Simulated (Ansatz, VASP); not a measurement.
**One calculation of Al3B2W, two programs**

```
CELL_PARAMETERS angstrom
3.72351 0.00000 0.00000
0.00000 3.72351 0.00000
0.00000 0.00000 5.47573
ATOMIC_POSITIONS crystal
Al 0.50000 0.50000 0.00000
Al 0.00000 0.00000 0.00000
Al 0.50000 0.50000 0.50000
B 0.00000 0.50000 0.22902
B 0.50000 0.00000 0.77098
W 0.00000 0.00000 0.50000
```

Change from the starting cell: species swapped into the Li3MnAs2 type (P-4m2, No. 115).

Alike in both runs: functional PBE; k mesh 4 × 4 × 3; occupations gaussian, width 0.2 eV; no spin polarisation.

Ansatz relaxed the structure, and its values are those at the end. VASP's run is a single point on that final structure, the one shown.

|  | VASP | Ansatz |
| --- | --- | --- |
| version | VASP 6.6.1 | Ansatz 0.2.0 |
| potentials or method | VASP PAW PBE potentials, release 64 (Al, B, W_sv), cutoff 500 eV | scalar-relativistic, plane waves, PAW |
| valence electrons in the cell | 29 | 29 |

|  | VASP | Ansatz | Ansatz less VASP |
| --- | --- | --- | --- |
| gap on the k mesh at the Fermi level (eV) | none | none | - |
| pressure (GPa) | 0.0 | 0.0 | -0.02 |

A gap of «none» marks a metal or a gap that the smearing closes.

The k mesh is coarse, so the values compare programs but aren't converged. Neither program's run includes spin-orbit coupling.
